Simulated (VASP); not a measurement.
Here is a VASP 6.6.1 calculation.

Contents of POSCAR:

```
SiC
1.0
    2.8907797174      0.0000000000      0.0000000000
   -1.4453898587      2.5034886720      0.0000000000
    0.0000000000      0.0000000000      5.1085071990
Si C
2 2
Direct
    0.3333333333      0.6666666667      0.5042423974
    0.6666666667      0.3333333333      1.0042423974
    0.3333333333      0.6666666667      0.8707576026
    0.6666666667      0.3333333333      0.3707576026
```

File INCAR.step1:

```
  PREC = Accurate
  ENCUT = 520
  ISMEAR = 0
  SIGMA = 0.02
  LREAL = False
  LASPH = True
  NELM = 80
  NBANDS = 16
  GGA = PE
  ALGO = Normal
  EDIFF = 1E-4
  LWAVE = True
  LCHARG = False
```

INCAR.step2

```
  PREC = Accurate
  ENCUT = 520
  EDIFF = 1E-7
  ISMEAR = 0
  SIGMA = 0.02
  LREAL = False
  LASPH = True
  NELM = 80
  ALGO = Normal
  ISIF = 2
  LWAVE = False
  LCHARG = False
  METAGGA = R2SCAN
  LMIXTAU = True
  NBANDS = 16
  ISTART = 1
```

KPOINTS

```
Automatic mesh
0
Gamma
  12 12 6
```

Potentials or basis: VASP PAW PBE potentials, release 64 (Si, C).

Launch:

```bash
$ cat potpaw_PBE.64/Si/POTCAR potpaw_PBE.64/C/POTCAR > POTCAR
$ cp INCAR.step1 INCAR
$ mpirun -np 1 vasp_std > vasp.out
$ cp INCAR.step2 INCAR
$ mpirun -np 1 vasp_std > vasp.out
```

Problem. What does it give for the pressure?

Solution. 31.9 GPa.

Problem. Estimate the largest force.

Solution. 0.006 eV/Å.

Forces on the atoms (eV/Å):
```
Si   0.000  0.000 -0.006
Si   0.000  0.000 -0.006
C    0.000  0.000  0.006
C    0.000  0.000  0.006
```

Caveat: the cell differs from its parent crystal (biaxial strain in the a-b plane: -6.0 %, then relaxed in part); the PAW data sets were made with another functional, which shifts forces and pressure a little.
